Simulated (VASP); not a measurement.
# Si16Ge (a cell with a defect) in VASP: a series of runs, part 2 of 2

VASP 6.6.1.

## Step 4: Single point, PBE+D3(BJ)

INCAR reads:

```
SYSTEM = Si16Ge
PREC = Accurate
ENCUT = 520
EDIFF = 1E-6
ISMEAR = 0
SIGMA = 0.02
LREAL = Auto
LASPH = .TRUE.
NELM = 80
ALGO = Normal
ISIF = 2
LWAVE = .FALSE.
LCHARG = .FALSE.
GGA = PE
IVDW = 12
NBANDS = 53
```

KPOINTS reads:

```
regular mesh
0
G
  2 2 2
  0 0 0
```

POSCAR reads:

```
Si16Ge
1.0
    0.0000000000      5.4300000000      5.4300000000
    5.4300000000      0.0000000000      5.4300000000
    5.4300000000      5.4300000000      0.0000000000
Si Ge
16 1
Direct
   -0.0129516575     -0.0125846225      0.0388628913
    0.1279380295      0.1276883057      0.1314875691
    0.0093907919      0.0082471455      0.5103136280
    0.1093965930      0.1104277164      0.6710262431
    0.0105597606      0.4987827808     -0.0075676796
    0.1274186004      0.6136699816      0.1318206262
    0.0080767956      0.4733985267      0.5106883978
    0.1470025783      0.6158241252      0.6214491713
    0.4987611418      0.0107740331     -0.0082331492
    0.6133400552      0.1279361878      0.1308787293
    0.4722797422      0.0085747698      0.5097036832
    0.6157093923      0.1472309392      0.6210066298
    0.4985149171      0.4990353591     -0.0081012891
    0.6370376611      0.6372811234      0.0886693370
    0.5125377532      0.5129084715      0.4622108656
    0.6159404236      0.6164052486      0.6208881215
    0.8501718232      0.8521038674      0.4478624309
```

Potentials or basis: VASP PAW PBE potentials, release 64 (Si, Ge_d).

Command:

```sh
> cat potpaw_PBE.64/Si/POTCAR potpaw_PBE.64/Ge_d/POTCAR > POTCAR
> mpirun -np 1 vasp_std > vasp.out
```

OUTCAR:

```text
SYSTEM = Si16Ge
   PREC = Accurate
   ENCUT = 520
   EDIFF = 1E-6
   ISMEAR = 0
   LREAL = Auto
   LASPH = .TRUE.
   NELM = 80
   ISIF = 2
   GGA = PE
   IVDW = 12
 IVDW          = 12

 ion  position               nearest neighbor table
   1  0.987  0.987  0.039-   4 2.31   6 2.35  10 2.35   2 2.35  17 2.56
   2  0.128  0.128  0.131-   9 2.33   5 2.33   1 2.35   3 2.38  17 3.02
   3  0.009  0.008  0.510-   4 2.29   2 2.38  17 2.41   8 2.46  12 2.47
   4  0.109  0.110  0.671-   3 2.29   7 2.29  11 2.29   1 2.31
   5  0.011  0.499  0.992-   8 2.33   2 2.33   6 2.33  14 2.35
   6  0.127  0.614  0.132-  13 2.33   5 2.33   1 2.35   7 2.38  17 3.03
   7  0.008  0.473  0.511-   4 2.29   6 2.38  17 2.41   8 2.46  16 2.46
   8  0.147  0.616  0.621-  15 2.31   5 2.33   7 2.46   3 2.46  17 2.60
   9  0.499  0.011  0.992-  12 2.33  10 2.33   2 2.33  14 2.35
  10  0.613  0.128  0.131-   9 2.33  13 2.33   1 2.35  11 2.38  17 3.02
  11  0.472  0.009  0.510-   4 2.29  10 2.38  17 2.41  16 2.46  12 2.47
  12  0.616  0.147  0.621-  15 2.31   9 2.33  11 2.47   3 2.47  17 2.59
  13  0.499  0.499  0.992-  16 2.33  10 2.33   6 2.33  14 2.35
  14  0.637  0.637  0.089-  15 2.34   9 2.35  13 2.35   5 2.35
  15  0.513  0.513  0.462-  16 2.31   8 2.31  12 2.31  14 2.34
  16  0.616  0.616  0.621-  15 2.31  13 2.33  11 2.46   7 2.46  17 2.60
  17  0.850  0.852  0.448-   3 2.41  11 2.41   7 2.41   1 2.56  12 2.59  16 2.60   8 2.60   2 3.02
                            10 3.02   6 3.03

  LATTYP: Found a face centered cubic cell.
 ALAT       =    10.8600000000

  Lattice vectors:

 A1 = (   0.0000000000,   5.4300000000,   5.4300000000)
 A2 = (   5.4300000000,   0.0000000000,   5.4300000000)
 A3 = (   5.4300000000,   5.4300000000,   0.0000000000)

Analysis of symmetry for initial positions (statically):
=====================================================================
 Subroutine PRICEL returns:
 Original cell was already a primitive cell.

 Routine SETGRP: Setting up the symmetry group for a
 face centered cubic supercell.

 Subroutine GETGRP returns: Found  1 space group operations
 (whereof  1 operations were pure point group operations)
[... 155 lines left out ...]
   LHFCALC =     F    Hartree Fock is set to
   AEXX    =    0.0000 exact exchange contribution
   IVDW    =    12    specifies the selected vdW correction
   LEPSILON=     F    determine dielectric tensor
   LRPA    =     F    only Hartree local field effects (RPA)
 non-spin polarized calculation
 Gauss-broadening in eV      SIGMA  =   0.02
  energy-cutoff  :      520.00
  volume of cell :      320.21
 maximum number of plane-waves:      8646
 NGX is ok and might be reduce to    60
   NGX = 29   NGY = 29   NGZ = 29

 number of electron      77.9999999 magnetization

 Free energy of the ion-electron system (eV)
  ---------------------------------------------------
  ext. energy  EPLUGINS =         0.00000000
  ---------------------------------------------------
  free energy    TOTEN  =       -86.47744823 eV

  energy without entropy =      -86.47354106  energy(sigma->0) =      -86.47549464

 E-fermi :   6.9319     XC(G=0):  -9.7599

 val. band max:        6.7596552211   @ k =   0.0000   0.0000   0.0000
 cond. band min:       6.9366772726   @ k =   0.5000   0.0000   0.5000
 fundamental gap:      0.1770220515
 Fermi energy:         6.9319238397

 k-point     1 :       0.0000    0.0000    0.0000
  band No.  band energies     occupation
      1     -18.1906      2.00000
      2     -18.1900      2.00000
      3     -18.1886      2.00000
      4     -18.1719      2.00000
      5     -18.1704      2.00000
      6      -6.4577      2.00000
[... 421 lines left out ...]
     50      10.3388      0.00000
     51      10.5080      0.00000
 [bands above 51 left out]

------------------------ aborting loop because EDIFF is reached ----------------------------------------

 Edisp (eV)   -5.66703

 E8    (eV) :    -2.3555

  FORCE on cell =-STRESS in cart. coord.  units (eV):
  Direction    XX          YY          ZZ          XY          YZ          ZX
  --------------------------------------------------------------------------------------
  -------------------------------------------------------------------------------------
  Total       6.76918     6.53041     6.58404    -1.36735     1.41274     1.39517
  in kB      33.87014    32.67542    32.94378    -6.84164     7.06874     6.98085
  external pressure =       33.16 kB  Pullay stress =        0.00 kB

 VOLUME and BASIS-vectors are now :
 -----------------------------------------------------------------------------
  energy-cutoff  :      520.00
  volume of cell :      320.21
      direct lattice vectors                 reciprocal lattice vectors
     0.000000000  5.430000000  5.430000000    -0.092081031  0.092081031  0.092081031
     5.430000000  0.000000000  5.430000000     0.092081031 -0.092081031  0.092081031
     5.430000000  5.430000000  0.000000000     0.092081031  0.092081031 -0.092081031

 POSITION                                       TOTAL-FORCE (eV/Angst)
 -----------------------------------------------------------------------------------
      5.57269      5.57070     10.72134         0.035911      0.028617     -0.029268
      1.40733      1.40868      1.38805        -0.000142     -0.002310      0.001640
      2.81579      2.82200      0.09577         0.027069      0.020249     -0.073683
      4.24330      4.23770      1.19365        -0.023611     -0.027409      0.029115
      8.09730      5.44625      2.76573         0.010529      0.019393     -0.007373
      4.04801      1.40767      4.02411        -0.007105      0.003075     -0.003619
[... 9 lines left out ...]
      6.71850      6.71598      6.69164         0.050154      0.052042     -0.001306
      7.05882      7.04833      9.24336        -0.372213     -0.358505      0.360634
 -----------------------------------------------------------------------------------
    total drift:                                0.000041      0.004563      0.001169

  FREE ENERGIE OF THE ION-ELECTRON SYSTEM (eV)
  ---------------------------------------------------
  free  energy   TOTEN  =       -92.1444751282 eV

  energy  without entropy=      -92.1405679575  energy(sigma->0) =      -92.14252154
```

stdout:

```text
POSCAR found type information on POSCAR SiGe
 POSCAR found :  2 types and      17 ions
 scaLAPACK will be used
 LDA part: xc-table for (Slater+PW92), standard interpolation
 POSCAR, INCAR and KPOINTS ok, starting setup
 FFT: planning ... GRIDC
 FFT: planning ... GRID_SOFT
 FFT: planning ... GRID
 WAVECAR not read
 entering main loop
```

Run time: 7.4 min. Hardware: 1 thread of Intel Xeon 8259CL, shared host; peak memory 0.49 GiB.

What came out:

```yaml
Free_energy: -92.1445 eV
Pressure: 3.3 GPa
Largest_force: 0.630 eV/Å
Band_gap_on_the_k_mesh: zero (bands 39 and 40 overlap by 0.19 eV)
Dispersion_energy_per_atom: -0.333 eV
```

Forces in eV/Å, atoms in the order of the input:
```
Si   0.036  0.029 -0.029
Si   0.000 -0.002  0.002
Si   0.027  0.020 -0.074
Si  -0.024 -0.027  0.029
Si   0.011  0.019 -0.007
Si  -0.007  0.003 -0.004
Si   0.061  0.018 -0.017
Si   0.054 -0.013 -0.045
Si   0.016  0.011 -0.010
Si   0.001  0.000  0.001
Si   0.027  0.068 -0.018
Si  -0.009  0.049 -0.038
Si   0.012  0.009 -0.022
Si   0.051  0.054 -0.052
Si   0.065  0.069 -0.075
Si   0.050  0.052 -0.001
Ge  -0.372 -0.359  0.361
```

Levels at points of the mesh, in eV from the Fermi level:
```tsv
k point	band 36	band 37	band 38	band 39	band 40	band 41	band 42	band 43
(0.00, 0.00, 0.00)	-1.01	-0.72	-0.72	-0.51	-0.18	-0.17	0.03	0.04
(0.50, 0.00, 0.00)	-1.52	-1.50	-1.32	-0.21	0.19	0.73	0.75	0.85
(0.00, 0.50, 0.00)	-1.52	-1.50	-1.32	-0.21	0.18	0.74	0.74	0.85
(0.00, 0.00, 0.50)	-1.46	-1.44	-1.44	-0.32	0.37	0.39	1.05	1.06
(0.50, 0.50, 0.50)	-1.52	-1.50	-1.32	-0.22	0.19	0.73	0.75	0.85
(0.50, 0.50, 0.00)	-2.01	-1.88	-1.18	0.01	0.53	1.09	1.18	1.29
(0.00, 0.50, 0.50)	-2.01	-1.89	-1.19	0.01	0.53	1.09	1.18	1.29
(0.50, 0.00, 0.50)	-2.01	-1.88	-1.18	0.00	0.53	1.09	1.18	1.29
```

Caveat: the k points lie up to 0.50 Å⁻¹ apart.

## Step 5: Single point, PBE+D3(BJ)

INCAR reads:

```
ALGO = Normal
EDIFF = 1E-7
ENCUT = 520
GGA = PE
ISIF = 2
ISMEAR = 0
IVDW = 12
LASPH = True
LCHARG = True
LELF = True
LREAL = Auto
LVHAR = True
LWAVE = False
NBANDS = 53
NELM = 80
PREC = Accurate
SIGMA = 0.02
```

KPOINTS reads:

```
k-points
0
Gamma
  2 2 2
```

POSCAR reads:

```
Si16Ge
1.0
    0.0000000000      5.4300000000      5.4300000000
    5.4300000000      0.0000000000      5.4300000000
    5.4300000000      5.4300000000      0.0000000000
Si Ge
16 1
Direct
   -0.0121701657     -0.0118791897      0.0363744015
    0.1260581952      0.1263946593      0.1333653775
    0.0090996317      0.0090346225      0.5041141805
    0.1123313996      0.1127886740      0.6628328729
    0.0115112339      0.4972316759     -0.0057830571
    0.1263749540      0.6145790055      0.1331176796
    0.0089529466      0.4783693370      0.5041369245
    0.1525586556      0.6155999079      0.6153978821
    0.4968694291      0.0122095764     -0.0063143646
    0.6143050645      0.1268993554      0.1326568140
    0.4778741252      0.0094126151      0.5036406077
    0.6153787293      0.1530916206      0.6148566298
    0.4974874770      0.4980346225     -0.0068058932
    0.6377897790      0.6384168508      0.0862682320
    0.5154408840      0.5159852670      0.4540941068
    0.6168803867      0.6173076427      0.6143124309
    0.7746639042      0.7752937385      0.6773060773
```

Command:

```sh
> cat potpaw_PBE.64/Si/POTCAR potpaw_PBE.64/Ge_d/POTCAR > POTCAR
> mpirun -np 1 vasp_std > vasp.out
```

It took 8 min on 1 thread of Intel Xeon 8259CL, shared host; peak memory 0.5 GiB.

The run converged. Its results:

```yaml
Free_energy: -92.1449 eV
Pressure: 3.3 GPa
Largest_force: 0.630 eV/Å
Band_gap_on_the_k_mesh: zero (bands 39 and 40 overlap by 0.19 eV)
Dispersion_energy_per_atom: -0.333 eV
```

Forces in eV/Å, atoms in the order of the input:
```
Si  -0.053 -0.056  0.051
Si  -0.010 -0.012  0.013
Si  -0.038 -0.049 -0.007
Si  -0.073 -0.069  0.065
Si   0.001  0.001  0.001
Si  -0.019 -0.009  0.013
Si   0.000 -0.053  0.050
Si  -0.018 -0.067  0.028
Si   0.001  0.003  0.000
Si  -0.007 -0.018  0.013
Si  -0.046  0.013  0.053
Si  -0.073 -0.018  0.027
Si  -0.005 -0.004 -0.008
Si  -0.029 -0.028  0.036
Si   0.028  0.027 -0.023
Si  -0.017 -0.018  0.061
Ge   0.360  0.357 -0.373
```

Stress tensor (GPa, compression positive):
```
 3.28 -0.71  0.70
-0.71  3.26  0.68
 0.70  0.68  3.39
```

Levels at points of the mesh, in eV from the Fermi level:
```
           k point  band 35  band 36  band 37  band 38  band 39  band 40  band 41  band 42  band 43  band 44
(0.00, 0.00, 0.00)    -1.64    -1.01    -0.72    -0.72    -0.51    -0.18    -0.17     0.03     0.04     0.47
(0.50, 0.00, 0.00)    -1.54    -1.52    -1.50    -1.32    -0.21     0.19     0.73     0.75     0.84     1.21
(0.00, 0.50, 0.00)    -1.54    -1.52    -1.50    -1.32    -0.22     0.19     0.73     0.75     0.85     1.21
(0.00, 0.00, 0.50)    -1.47    -1.46    -1.44    -1.44    -0.32     0.37     0.39     1.05     1.06     1.10
(0.50, 0.50, 0.50)    -1.54    -1.52    -1.49    -1.32    -0.21     0.18     0.74     0.74     0.85     1.21
(0.50, 0.50, 0.00)    -2.14    -2.01    -1.89    -1.19     0.01     0.53     1.09     1.17     1.29     1.85
(0.00, 0.50, 0.50)    -2.14    -2.01    -1.88    -1.18     0.00     0.53     1.09     1.18     1.29     1.85
(0.50, 0.00, 0.50)    -2.14    -2.01    -1.88    -1.18     0.00     0.53     1.09     1.18     1.29     1.85
```

Caveat: the k points lie up to 0.50 Å⁻¹ apart.

## Step 6: The runs side by side

| cell | gap on the mesh (eV) | pressure (GPa) | largest force (eV/Å) |
| --- | --- | --- | --- |
| as given, atomic positions A | 0.01 | 2.7 | 0.01 |
| as given, atomic positions B | none | 3.3 | 0.36 |
| as given, atomic positions C | none | 3.3 | 0.63 |
| as given, atomic positions D | none | 3.3 | 0.63 |

Alike in all rows: task single point; level PBE+D3(BJ); potentials or basis VASP PAW PBE potentials, release 64 (Si, Ge_d); no spin polarisation; k mesh 2 × 2 × 2; cutoff (eV) 520; smearing gaussian 0.02 eV.

Caveats: all runs use coarse meshes; the smearing spreads over this small gap (at least some runs); semilocal functionals underestimate gaps, and a narrow one can read as zero (at least some runs).

Total energies depend on the potentials used, so only differences within one code and one set of settings carry meaning.

The gap in the log of VASP goes by the Fermi energy; the results here count the filled bands.